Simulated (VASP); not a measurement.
# BaTiO3 (R-3m) in VASP: notebook, part 2 of 2

VASP 6.6.1.

## 3. Single point, PBEsol

INCAR reads:

```
SYSTEM = BaTiO3
PREC = Accurate
ENCUT = 520
EDIFF = 1E-6
ISMEAR = 0
SIGMA = 0.05
LREAL = .FALSE.
LASPH = .TRUE.
NELM = 100
ALGO = Normal
ISIF = 2
LWAVE = .FALSE.
LCHARG = .FALSE.
GGA = PS
NBANDS = 28
```

KPOINTS reads:

```
Automatic mesh
0
G
  6 6 6
  0 0 0
```

POSCAR reads:

```
BaTiO3
1.0
    4.0060000000      0.0600900000      0.0600900000
    0.0600900000      4.0060000000      0.0600900000
    0.0600900000      0.0600900000      4.0060000000
Ba Ti O
1 1 3
Direct
    0.5000000000      0.5000000000      0.5000000000
    0.0000000000      0.0000000000      0.0000000000
    0.5000000000      0.0000000000      0.0000000000
    0.0000000000      0.5000000000      0.0000000000
    0.0000000000      0.0000000000      0.5000000000
```

Potentials or basis: VASP PAW PBE potentials, release 64 (Ba_sv, Ti_sv, O).

Launch:

```sh
cat potpaw_PBE.64/Ba_sv/POTCAR potpaw_PBE.64/Ti_sv/POTCAR potpaw_PBE.64/O/POTCAR > POTCAR
mpirun -np 1 vasp_std > vasp.out
```

It took 1.7 min on 1 thread of Intel Xeon 8259CL, shared host; peak memory 0.21 GiB.

It converged, with:

| Property | Result |
| --- | --- |
| Free energy | -41.9081 eV |
| Pressure | -2.6 GPa |
| Band gap on the k mesh | 1.59 eV (least direct gap 1.67 eV) |

Stress tensor (GPa, compression positive):
```
-2.55 -3.66 -3.66
-3.66 -2.55 -3.66
-3.66 -3.66 -2.55
```

Levels at points of the mesh, in eV from the valence-band top:
| k point | band 18 | band 19 | band 20 | band 21 | band 22 | band 23 |
| --- | --- | --- | --- | --- | --- | --- |
| (0.00, 0.00, 0.00) | -0.36 | -0.08 | -0.08 | 1.59 | 1.59 | 1.75 |
| (0.50, 0.00, 0.00) | -1.81 | -0.90 | -0.62 | 1.82 | 3.40 | 3.45 |
| (0.50, 0.50, 0.00) | -0.96 | -0.86 | -0.12 | 3.40 | 3.45 | 3.85 |
| (0.50, 0.50, 0.50) | -0.08 | 0.00 | 0.00 | 4.08 | 4.08 | 4.16 |

Caveat: the PAW data sets were made with another functional, which shifts forces and pressure a little; spin-orbit coupling is left out, which moves the levels of the heavy elements. A k mesh can miss the band edges.

## 4. Single point, PBEsol

INCAR reads:

```
PREC = Accurate
ENCUT = 520
EDIFF = 1E-6
ISMEAR = 0
SIGMA = 0.05
LREAL = False
LASPH = True
NELM = 60
ALGO = Normal
ISIF = 2
LWAVE = False
LCHARG = False
GGA = PS
NBANDS = 28
```

KPOINTS reads:

```
regular mesh
0
Gamma
  6 6 6
```

Edit POSCAR of step 3 so:

```diff
@@ -2,5 +2,5 @@
 1.0
-    4.0060000000      0.0600900000      0.0600900000
-    0.0600900000      4.0060000000      0.0600900000
-    0.0600900000      0.0600900000      4.0060000000
+    4.0060000000     -0.0200300000     -0.0200300000
+   -0.0200300000      4.0060000000     -0.0200300000
+   -0.0200300000     -0.0200300000      4.0060000000
 Ba Ti O
```

Potentials or basis: VASP PAW PBE potentials, release 64 (Ba_sv, Ti_sv, O).

Launch:

```sh
cat potpaw_PBE.64/Ba_sv/POTCAR potpaw_PBE.64/Ti_sv/POTCAR potpaw_PBE.64/O/POTCAR > POTCAR
mpirun -np 1 vasp_std > vasp.out
```

OUTCAR:

```text
PREC = Accurate
   ENCUT = 520
   EDIFF = 1E-6
   ISMEAR = 0
   LREAL = False
   LASPH = True
   NELM = 60
   ISIF = 2
   GGA = PS

 ion  position               nearest neighbor table
   1  0.500  0.500  0.500-   3 2.82   4 2.82   5 2.82   3 2.82   4 2.82   5 2.82   5 2.85   3 2.85
                             4 2.85   5 2.85   4 2.85   3 2.85   2 3.43   2 3.43   2 3.48   2 3.48
   2  0.000  0.000  0.000-   3 2.00   4 2.00   5 2.00   5 2.00   4 2.00   3 2.00   1 3.43   1 3.43
                             1 3.48   1 3.48   1 3.48   1 3.48   1 3.48   1 3.48
   3  0.500  0.000  0.000-   2 2.00   2 2.00   1 2.82   1 2.82   1 2.85   1 2.85
   4  0.000  0.500  0.000-   2 2.00   2 2.00   1 2.82   1 2.82   1 2.85   1 2.85
[... 952 lines left out ...]
  Total       -1.1161444     -1.1161444     -1.1161444      0.4968515      0.4968515      0.4968515
  in kB      -27.8183158    -27.8183158    -27.8183158     12.3833170     12.3833170     12.3833170
  external PRESSURE =     -27.8183158 kB  Pullay stress =       0.0000000 kB

 VOLUME and BASIS-vectors are now :
 -----------------------------------------------------------------------------
  energy-cutoff  :      520.00
  volume of cell :       64.28
      direct lattice vectors                 reciprocal lattice vectors
     4.006000000 -0.020030000 -0.020030000     0.249638106  0.001254463  0.001254463
    -0.020030000  4.006000000 -0.020030000     0.001254463  0.249638106  0.001254463
    -0.020030000 -0.020030000  4.006000000     0.001254463  0.001254463  0.249638106

 POSITION                                       TOTAL-FORCE (eV/Angst)
 -----------------------------------------------------------------------------------
      1.98297      1.98297      1.98297        -0.000000      0.000000     -0.000000
      0.00000      0.00000      0.00000         0.000000      0.000000     -0.000000
      2.00300     -0.01001     -0.01001         0.000000      0.000000      0.000000
     -0.01001      2.00300     -0.01001        -0.000000     -0.000000     -0.000000
     -0.01001     -0.01001      2.00300         0.000000     -0.000000     -0.000000
 -----------------------------------------------------------------------------------
    total drift:                                0.000000     -0.000000      0.000000

  FREE ENERGIE OF THE ION-ELECTRON SYSTEM (eV)
  ---------------------------------------------------
  free  energy   TOTEN  =       -41.9656844186 eV

  energy  without entropy=      -41.9656844186  energy(sigma->0) =      -41.96568442
```

Run time: 1.8 min. Hardware: 1 thread of Intel Xeon 8259CL, shared host; peak memory 0.21 GiB.

What came out:

```
Free energy            : -41.9657 eV
Pressure               : -2.8 GPa
Band gap on the k mesh : 1.64 eV (least direct gap 1.75 eV)
```

Stress tensor (GPa, compression positive):
```
-2.78  1.24  1.24
 1.24 -2.78  1.24
 1.24  1.24 -2.78
```

Caveat: the PAW data sets were made with another functional, which shifts forces and pressure a little; spin-orbit coupling is left out, which moves the levels of the heavy elements. A hybrid or GW would open this gap; PBEsol tends to underestimate it.

## 5. Single point, PBEsol

INCAR reads:

```
  ALGO = Normal
  EDIFF = 1E-7
  ENCUT = 520
  GGA = PS
  ISIF = 2
  ISMEAR = 0
  LASPH = True
  LCHARG = True
  LELF = True
  LREAL = False
  LVHAR = True
  LWAVE = False
  NBANDS = 28
  NELM = 60
  PREC = Accurate
  SIGMA = 0.05
```

KPOINTS reads:

```
k-points
0
Gamma
  6 6 6
```

Edit POSCAR of step 4 so:

```diff
@@ -2,5 +2,5 @@
 1.0
-    4.0060000000     -0.0200300000     -0.0200300000
-   -0.0200300000      4.0060000000     -0.0200300000
-   -0.0200300000     -0.0200300000      4.0060000000
+    4.0060000000      0.0200300000      0.0200300000
+    0.0200300000      4.0060000000      0.0200300000
+    0.0200300000      0.0200300000      4.0060000000
 Ba Ti O
```

Launch:

```sh
cat potpaw_PBE.64/Ba_sv/POTCAR potpaw_PBE.64/Ti_sv/POTCAR potpaw_PBE.64/O/POTCAR > POTCAR
mpirun -np 1 vasp_std > vasp.out
```

It took 1.8 min on 1 thread of Intel Xeon 8259CL, shared host; peak memory 0.21 GiB.

It converged, with:

```yaml
Free_energy: -41.9658 eV
Pressure: -2.8 GPa
Band_gap_on_the_k_mesh: 1.66 eV (least direct gap 1.79 eV)
```

Stress tensor (GPa, compression positive):
```
-2.78 -1.23 -1.23
-1.23 -2.78 -1.23
-1.23 -1.23 -2.78
```

Levels at points of the mesh, in eV from the valence-band top:
```csv
k point,band 17,band 18,band 19,band 20,band 21,band 22,band 23,band 24
"(0.00, 0.00, 0.00)",-1.08,-0.21,-0.13,-0.13,1.66,1.66,1.72,3.91
"(0.50, 0.00, 0.00)",-1.89,-1.84,-0.78,-0.69,1.85,3.46,3.47,3.91
"(0.50, 0.50, 0.00)",-1.75,-0.91,-0.87,-0.10,3.46,3.48,3.88,4.75
"(0.50, 0.50, 0.50)",-2.40,-0.02,0.00,0.00,4.13,4.13,4.16,6.57
```

Caveat: the PAW data sets were made with another functional, which shifts forces and pressure a little; spin-orbit coupling is left out, which moves the levels of the heavy elements.

## 6. Summary

```csv
cell,gap on the mesh (eV),pressure (GPa)
"a = 4.006 Å, angles 88.8°, 5 atoms",1.63,-2.7
"a = 4.007 Å, angles 88.3°, 5 atoms",1.59,-2.6
"a = 4.006 Å, angles 90.6°, 5 atoms",1.64,-2.8
"a = 4.006 Å, angles 89.4°, 5 atoms",1.66,-2.8
```

Alike in all rows: task single point; level PBEsol; potentials or basis VASP PAW PBE potentials, release 64 (Ba_sv, Ti_sv, O); no spin polarisation; k mesh 6 × 6 × 6; cutoff (eV) 520; smearing gaussian 0.05 eV.

Caveats: the PAW data sets were made with another functional, which shifts forces and pressure a little; spin-orbit coupling is left out, which moves the levels of the heavy elements.

Total energies depend on the potentials used, so only differences within one code and one set of settings carry meaning.
